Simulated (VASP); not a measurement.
# InGa2P3 (P3m1) in VASP: further runs

The runs below take InGa2P3 through relaxation of cell and atoms, single point, with PBE.

All numbers are computed with VASP 6.6.1; they aren't measurements. Logs are shortened: lines on timing, memory, paths and dates and some standing lists are left out, and cuts for length are marked.

### Step 1. The cell of the first run

Symmetry: P3m1, No. 156, trigonal system. The conventional cell has a = 3.867 Å, b = 3.867 Å, c = 9.473 Å, α = 90.00°, β = 90.00°, γ = 120.00°. In (site symmetry 3m) has 4 P at 2.37 Å within 3.1 Å. Ga (site symmetry 3m) has 4 P at 2.37 Å within 3.1 Å. Within 3.1 Å of Ga (site symmetry 3m) lie 4 P at 2.37 Å. Within 3.1 Å of P (site symmetry 3m) lie 3 In at 2.37 Å and 1 Ga at 2.37 Å. P (site symmetry 3m) has 3 Ga at 2.37 Å and 1 In at 2.37 Å within 3.1 Å. P (site symmetry 3m) has 4 Ga at 2.37 Å within 3.1 Å.

### Step 2. Relaxation of cell and atoms, PBE

Contents of INCAR:

```
SYSTEM = InGa2P3
ALGO = Normal ; EDIFF = 1E-6
EDIFFG = -0.04 ; ENCUT = 600
GGA = PE ; IBRION = 2
ISIF = 3 ; ISMEAR = 0
LASPH = .True. ; LCHARG = .False.
LREAL = .False. ; LWAVE = .False.
NELM = 80 ; NSW = 90
PREC = Accurate ; SIGMA = 0.1
```

Contents of KPOINTS:

```
k-points
0
Gamma
  6 6 2
  0 0 0
```

Contents of POSCAR:

```
InGa2P3
1.0
    3.8674074100      0.0000000000      0.0000000000
   -1.9337037100      3.3492730700      0.0000000000
    0.0000000000      0.0000000000      9.4731747900
In Ga P
1 2 3
Direct
    0.3333333300      0.6666666700      0.6666666700
    0.0000000000      0.0000000000      0.0000000000
    0.6666666700      0.3333333300      0.3333333300
    0.0000000000      0.0000000000      0.7500000000
    0.3333333300      0.6666666700      0.4166666700
    0.6666666700      0.3333333300      0.0833333300
```

Potentials or basis: VASP PAW PBE potentials, release 64 (In_d, Ga_d, P).

Command:

```bash
cat potpaw_PBE.64/In_d/POTCAR potpaw_PBE.64/Ga_d/POTCAR potpaw_PBE.64/P/POTCAR > POTCAR
mpirun -np 1 vasp_std > vasp.out
```

OUTCAR:

```text
SYSTEM = InGa2P3
   EDIFF = 1E-6
   EDIFFG = -0.04
   ENCUT = 600
   GGA = PE
   IBRION = 2
   ISIF = 3
   ISMEAR = 0
   LASPH = .True.
   LREAL = .False.
   NELM = 80
   NSW = 90
   PREC = Accurate

 ion  position               nearest neighbor table
   1  0.333  0.667  0.667-   4 2.37   4 2.37   5 2.37   4 2.37
   2  0.000  0.000  0.000-   6 2.37   6 2.37   4 2.37   6 2.37
   3  0.667  0.333  0.333-   5 2.37   6 2.37   5 2.37   5 2.37
   4  0.000  0.000  0.750-   1 2.37   1 2.37   2 2.37   1 2.37
   5  0.333  0.667  0.417-   3 2.37   1 2.37   3 2.37   3 2.37
   6  0.667  0.333  0.083-   2 2.37   2 2.37   3 2.37   2 2.37

  LATTYP: Found a hexagonal cell.
 ALAT       =     3.8674074100
 C/A-ratio  =     2.4494897449

  Lattice vectors:

 A1 = (   3.8674074100,   0.0000000000,   0.0000000000)
 A2 = (  -1.9337037100,   3.3492730700,   0.0000000000)
 A3 = (   0.0000000000,   0.0000000000,   9.4731747900)

Analysis of symmetry for initial positions (statically):
=====================================================================
 Subroutine PRICEL returns:
 Original cell was already a primitive cell.

 Routine SETGRP: Setting up the symmetry group for a
 hexagonal supercell.

 Subroutine GETGRP returns: Found  6 space group operations
 (whereof  6 operations were pure point group operations)
 out of a pool of 24 trial point group operations.

The static configuration has the point symmetry C_3v.

Analysis of symmetry for dynamics (positions and initial velocities):
=====================================================================
 Subroutine PRICEL returns:
 Original cell was already a primitive cell.

 Routine SETGRP: Setting up the symmetry group for a
 hexagonal supercell.

 Subroutine GETGRP returns: Found  6 space group operations
 (whereof  6 operations were pure point group operations)
 out of a pool of 24 trial point group operations.

The dynamic configuration has the point symmetry C_3v.

 Subroutine INISYM returns: Found  6 space group operations
 (whereof  6 operations are pure point group operations),
 and found     1 'primitive' translations

----------------------------------------------------------------------------------------

                                     Primitive cell

  volume of cell :     122.7061

  direct lattice vectors                    reciprocal lattice vectors
     3.867407410  0.000000000  0.000000000     0.258571155  0.149286126  0.000000000
    -1.933703710  3.349273070  0.000000000     0.000000000  0.298572251  0.000000000
     0.000000000  0.000000000  9.473174790     0.000000000  0.000000000  0.105561232

  length of vectors
     3.867407410  3.867407418  9.473174790     0.298572252  0.298572251  0.105561232

  position of ions in fractional coordinates (direct lattice)
     0.333333330  0.666666670  0.666666670
     0.000000000  0.000000000  0.000000000
     0.666666670  0.333333330  0.333333330
     0.000000000  0.000000000  0.750000000
     0.333333330  0.666666670  0.416666670
     0.666666670  0.333333330  0.083333330

  ion indices of the primitive-cell ions
   primitive index   ion index
                 1           1
                 2           2
                 3           3
                 4           4
                 5           5
                 6           6

----------------------------------------------------------------------------------------

 KPOINTS: k-points

Automatic generation of k-mesh.
 Grid dimensions read from file:
 generate k-points for:    6    6    2

 Generating k-lattice:

  Cartesian coordinates                     Fractional coordinates (reciprocal lattice)
     0.043095192  0.024881021  0.000000000     0.166666667  0.000000000  0.000000000
     0.000000000  0.049762042  0.000000000     0.000000000  0.166666667  0.000000000
     0.000000000  0.000000000  0.052780616     0.000000000  0.000000000  0.500000000

  Length of vectors
     0.049762042  0.049762042  0.052780616

  Shift w.r.t. Gamma in fractional coordinates (k-lattice)
     0.000000000  0.000000000  0.000000000

 Subroutine IBZKPT returns following result:
 ===========================================

 Found     14 irreducible k-points:

 Following reciprocal coordinates:
            Coordinates               Weight
  0.000000  0.000000  0.000000      1.000000
  0.166667 -0.000000  0.000000      6.000000
  0.333333 -0.000000  0.000000      6.000000
  0.500000  0.000000  0.000000      3.000000
  0.166667  0.166667  0.000000      6.000000
  0.333333  0.166667  0.000000     12.000000
  0.333333  0.333333  0.000000      2.000000
  0.000000  0.000000  0.500000      1.000000
  0.166667 -0.000000  0.500000      6.000000
  0.333333 -0.000000  0.500000      6.000000
  0.500000  0.000000  0.500000      3.000000
  0.166667  0.166667  0.500000      6.000000
  0.333333  0.166667  0.500000     12.000000
  0.333333  0.333333  0.500000      2.000000
   k-points           NKPTS =     14   k-points in BZ     NKDIM =     14   number of bands    NBANDS=     32
   number of dos      NEDOS =    301   number of ions     NIONS =      6
   total plane-waves  NPLWV =  81920
   dimension x,y,z NGX =    32 NGY =   32 NGZ =   80
   dimension x,y,z NGXF=    64 NGYF=   64 NGZF=  160
   ions per type =               1   2   3
   NGX,Y,Z   is equivalent  to a cutoff of  13.76, 13.76, 14.04 a.u.
   NGXF,Y,Z  is equivalent  to a cutoff of  27.51, 27.51, 28.08 a.u.
 SYSTEM =  InGa2P3
   PREC   = accura    normal or accurate (medium, high low for compatibility)
   ISTART =      0    job   : 0-new  1-cont  2-samecut
   ICHARG =      2    charge: 1-file 2-atom 10-const
   ISPIN  =      1    spin polarized calculation?
   LNONCOLLINEAR =      F non collinear calculations
   LSORBIT =      F    spin-orbit coupling
   LASPH  =      T    aspherical Exc in radial PAW
   ENCUT  =  600.0 eV  44.10 Ry    6.64 a.u.   7.72  7.72 18.92*2*pi/ulx,y,z
   NELM   =     80;   NELMIN=  2; NELMDL= -5     # of ELM steps
   EDIFF  = 0.1E-05   stopping-criterion for ELM
   LREAL  =      F    real-space projection
   EDIFFG = -.4E-01   stopping-criterion for IOM
   NSW    =     90    number of steps for IOM
   IBRION =      2    ionic relax: 0-MD 1-quasi-New 2-CG
   NFREE  =      1    steps in history (QN), initial steepest desc. (CG)
   ISIF   =      3    stress and relaxation
   ISYM   =      2    0-nonsym 1-usesym 2-fastsym
   POTIM  = 0.5000    time-step for ionic-motion
   TEBEG  =    0.0;   TEEND  =   0.0 temperature during run
   PSTRESS=    0.0 pullay stress
   NELECT =      54.0000    total number of electrons
   NUPDOWN=      -1.0000    fix difference up-down
   EMIN   =  10.00;   EMAX   =-10.00  energy-range for DOS
   EFERMI =   0.00;   METHOD = LEGACY
   ISMEAR =     0;   SIGMA  =   0.10  broadening in eV -4-tet -1-fermi 0-gaus
   EFERMI_NEDOS =   21; number of points for ismear=-14 and -15
   IALGO  =     38    algorithm
   IMIX   =      4    mixing-type and parameters
     AMIX     =   0.40;   BMIX     =  1.00
     AMIX_MAG =   1.60;   BMIX_MAG =  1.00
  volume/ion in A,a.u.               =      20.45       138.01
  Fermi-wavevector in a.u.,A,eV,Ry     =   1.245233  2.353150 21.097276  1.550606
  Thomas-Fermi vector in A             =   2.379465
   LORBIT       =      0    0 simple, 1 ext, 2 COOP (PROOUT), +10 PAW based schemes
   GGA     = PE    functional components
   LHFCALC =     F    Hartree Fock is set to
   AEXX    =    0.0000 exact exchange contribution
   IVDW    =     0    specifies the selected vdW correction
   LEPSILON=     F    determine dielectric tensor
   LRPA    =     F    only Hartree local field effects (RPA)
 conjugate gradient relaxation of ions
 non-spin polarized calculation
 Gauss-broadening in eV      SIGMA  =   0.10
  energy-cutoff  :      600.00
  volume of cell :      122.71
 maximum number of plane-waves:      4118
 NGX is ok and might be reduce to    32
   NGX = 15   NGY = 15   NGZ = 37

--------------------------------------- Ionic step        1  -------------------------------------------

 number of electron      54.0000003 magnetization

 Free energy of the ion-electron system (eV)
  ---------------------------------------------------
  ext. energy  EPLUGINS =         0.00000000
  ---------------------------------------------------
  free energy    TOTEN  =       -25.82660366 eV

  energy without entropy =      -25.82660366  energy(sigma->0) =      -25.82660366

------------------------ aborting loop because EDIFF is reached ----------------------------------------

  FORCE on cell =-STRESS in cart. coord.  units (eV):
  Direction    XX          YY          ZZ          XY          YZ          ZX
  --------------------------------------------------------------------------------------
  -------------------------------------------------------------------------------------
  Total        7.8661017      7.8661017      7.6086076     -0.0000000      0.0000000     -0.0000000
  in kB      102.7079603    102.7079607     99.3458514     -0.0000002      0.0000000     -0.0000000
  external PRESSURE =     101.5872574 kB  Pullay stress =       0.0000000 kB
[... 25 lines left out ...]
  energy  without entropy=      -25.8266036632  energy(sigma->0) =      -25.82660366

--------------------------------------- Ionic step        2  -------------------------------------------

 number of electron      54.0000000 magnetization

 E-fermi :   3.9789     XC(G=0):  -9.1227

 val. band max:        3.7932932849   @ k =   0.0000   0.0000   0.0000
 cond. band min:       4.1467495149   @ k =   0.0000   0.0000   0.0000
 fundamental gap:      0.3534562300
 Fermi energy:         3.9788616398

 k-point     1 :       0.0000    0.0000    0.0000
  band No.  band energies     occupation
      1     -10.7681      2.00000
      2     -10.7406      2.00000
      3     -10.7406      2.00000
      4     -10.6882      2.00000
      5     -10.6882      2.00000
      6     -10.6419      2.00000
[... 756 lines left out ...]
  energy  without entropy=      -26.4417347238  energy(sigma->0) =      -26.44173472

--------------------------------------- Ionic step        9  -------------------------------------------

 number of electron      54.0000000 magnetization

 Free energy of the ion-electron system (eV)
  ---------------------------------------------------
  ext. energy  EPLUGINS =         0.00000000
  ---------------------------------------------------
  free energy    TOTEN  =       -26.44270298 eV

  energy without entropy =      -26.44270297  energy(sigma->0) =      -26.44270297

 E-fermi :   5.0276     XC(G=0):  -9.4684

 val. band max:        4.6341793305   @ k =   0.0000   0.0000   0.0000
 cond. band min:       5.4136721583   @ k =   0.0000   0.0000   0.0000
 fundamental gap:      0.7794928278
 Fermi energy:         5.0276338416

 k-point     1 :       0.0000    0.0000    0.0000
  band No.  band energies     occupation
      1     -10.1188      2.00000
      2     -10.0848      2.00000
      3     -10.0537      2.00000
      4     -10.0537      2.00000
      5     -10.0423      2.00000
      6     -10.0423      2.00000
[... 512 lines left out ...]
  FREE ENERGIE OF THE ION-ELECTRON SYSTEM (eV)
  ---------------------------------------------------
  free  energy   TOTEN  =       -26.4427029752 eV

  energy  without entropy=      -26.4427029747  energy(sigma->0) =      -26.44270297

 reached required accuracy - stopping structural energy minimisation
```

Wall time 13 min (1 thread of Intel Xeon 8259CL, shared host); peak memory 0.32 GiB.

Results:

```yaml
Free_energy: -26.4427 eV
Relaxed_volume: 22.69 Å³/atom
Relaxed_cell: a = 4.002 Å, b = 4.002 Å, c = 9.817 Å, α = 90.00°, β = 90.00°, γ = 120.00°
Space_group_after_relaxing_to_0.1_Å: P3m1 (No. 156)
Energy_gained_by_relaxing: 102.7 meV/atom
Ionic_steps: 9
Pressure_after_relaxing: 0.0 GPa
Largest_force_after_relaxing: 0.020 eV/Å
Band_gap_on_the_k_mesh: 0.78 eV
```

Forces on the atoms (eV/Å):
```
In   0.000  0.000  0.001
Ga   0.000  0.000 -0.002
Ga   0.000  0.000  0.020
P    0.000  0.000 -0.019
P    0.000  0.000  0.005
P    0.000  0.000 -0.005
```

Step by step:
| step | energy change (eV) | largest force (eV/Å) | pressure (GPa) | volume (Å³) |
| --- | --- | --- | --- | --- |
| 1 | 0.0000 | 1.8473 | 10.16 | 122.71 |
| 2 | -0.4164 | 0.4467 | -4.37 | 147.20 |
| 3 | -0.5431 | 0.6646 | -0.76 | 138.25 |
| 4 | -0.5430 | 0.6837 | -0.53 | 137.93 |
| 5 | -0.5818 | 0.3694 | -0.19 | 136.91 |
| 6 | -0.6050 | 0.4139 | 0.53 | 135.20 |
| 7 | -0.6143 | 0.1441 | -0.13 | 136.30 |
| 8 | -0.6151 | 0.1144 | 0.03 | 136.06 |
| 9 | -0.6161 | 0.0204 | -0.03 | 136.15 |

Final structure:
```yaml
crystal:
  lattice:
    - [4.00174, 0.00000, 0.00000]
    - [-2.00087, 3.46561, 0.00000]
    - [0.00000, 0.00000, 9.81711]
  atoms:
    - { symbol: In, position: [0.33333, 0.66667, 0.66530] }
    - { symbol: Ga, position: [0.00000, 0.00000, 0.00671] }
    - { symbol: Ga, position: [0.66667, 0.33333, 0.32610] }
    - { symbol: P, position: [0.00000, 0.00000, 0.76517] }
    - { symbol: P, position: [0.33333, 0.66667, 0.40338] }
    - { symbol: P, position: [0.66667, 0.33333, 0.08334] }
```

Levels at points of the mesh, in eV from the valence-band top:
| k point | band 25 | band 26 | band 27 | band 28 | band 29 | band 30 |
| --- | --- | --- | --- | --- | --- | --- |
| (0.00, 0.00, 0.00) | -0.21 | 0.00 | 0.00 | 0.78 | 1.09 | 2.09 |
| (0.50, 0.00, 0.00) | -2.41 | -1.74 | -1.33 | 1.55 | 1.75 | 2.25 |
| (0.00, 0.00, 0.50) | -0.66 | -0.16 | -0.16 | 1.07 | 1.52 | 2.48 |
| (0.50, 0.00, 0.50) | -2.12 | -1.18 | -1.04 | 1.28 | 1.71 | 2.36 |

Caveat: semilocal functionals underestimate gaps, and a narrow one can read as zero; spin-orbit coupling is left out, which moves the levels of the heavy elements. A k mesh can miss the band edges.

### Step 3. Single point, PBE

This run uses another cell than the first one, of 22.70 Å³/atom.

Contents of INCAR:

```
SYSTEM = InGa2P3
ALGO     = Normal         ! electronic algorithm
EDIFF    = 1E-6           ! SCF threshold, eV
ENCUT    = 520            ! plane-wave cutoff, eV
GGA      = PE             ! functional
ISIF     = 2              ! what is computed and relaxed
ISMEAR   = 0              ! smearing method
LASPH    = .True.         ! aspherical terms in the spheres
LCHARG   = .False.        ! write CHGCAR
LREAL    = .False.        ! projectors in reciprocal space
LWAVE    = .False.        ! write WAVECAR
NBANDS   = 36             ! bands
NELM     = 80             ! most SCF steps
PREC     = Accurate       ! precision mode
SIGMA    = 0.02           ! smearing width, eV
```

Contents of KPOINTS:

```
k-points
0
Gamma
  12 12 4
  0 0 0
```

Contents of POSCAR:

```
InGa2P3
1.0
    3.9975185436      0.0000000000      0.0000000000
   -1.9987592718      3.4619526109      0.0000000000
    0.0000000000      0.0000000000      9.8396840191
In Ga P
1 2 3
Direct
    0.3333333333      0.6666666667      0.6650553863
    0.0000000000      0.0000000000      0.0064985274
    0.6666666667      0.3333333333      0.3261720129
    0.0000000000      0.0000000000      0.7651598398
    0.3333333333      0.6666666667      0.4036127903
    0.6666666667      0.3333333333      0.0835014435
```

Potentials or basis: VASP PAW PBE potentials, release 64 (In_d, Ga_d, P).

Command:

```bash
cat potpaw_PBE.64/In_d/POTCAR potpaw_PBE.64/Ga_d/POTCAR potpaw_PBE.64/P/POTCAR > POTCAR
mpirun -np 1 vasp_std > vasp.out
```

Run time: 9.7 min. Hardware: 1 thread of Intel Xeon 8259CL, shared host; peak memory 0.46 GiB.

It converged, with:

| Quantity | Value |
| --- | --- |
| Free energy | -26.4692 eV |
| Pressure | 0.0 GPa |
| Largest force | 0.008 eV/Å |
| Band gap on the k mesh | 0.77 eV |

Forces in eV/Å, atoms in the order of the input:
```
In   0.000  0.000  0.006
Ga   0.000  0.000  0.001
Ga   0.000  0.000  0.002
P    0.000  0.000 -0.008
P    0.000  0.000  0.001
P    0.000  0.000 -0.002
```

Levels at points of the mesh, in eV from the valence-band top:
| k point | band 23 | band 24 | band 25 | band 26 | band 27 | band 28 | band 29 | band 30 | band 31 | band 32 |
| --- | --- | --- | --- | --- | --- | --- | --- | --- | --- | --- |
| (0.00, 0.00, 0.00) | -0.85 | -0.85 | -0.23 | 0.00 | 0.00 | 0.77 | 1.12 | 2.10 | 3.74 | 3.74 |
| (0.50, 0.00, 0.00) | -2.63 | -2.53 | -2.42 | -1.75 | -1.33 | 1.55 | 1.74 | 2.24 | 2.80 | 4.27 |
| (0.00, 0.00, 0.50) | -1.27 | -0.66 | -0.66 | -0.15 | -0.15 | 1.09 | 1.53 | 2.49 | 4.00 | 4.05 |
| (0.50, 0.00, 0.50) | -3.13 | -2.50 | -2.12 | -1.20 | -1.05 | 1.26 | 1.72 | 2.36 | 3.22 | 3.34 |

Caveat: semilocal functionals underestimate gaps, and a narrow one can read as zero; spin-orbit coupling is left out, which moves the levels of the heavy elements. A k mesh can miss the band edges.
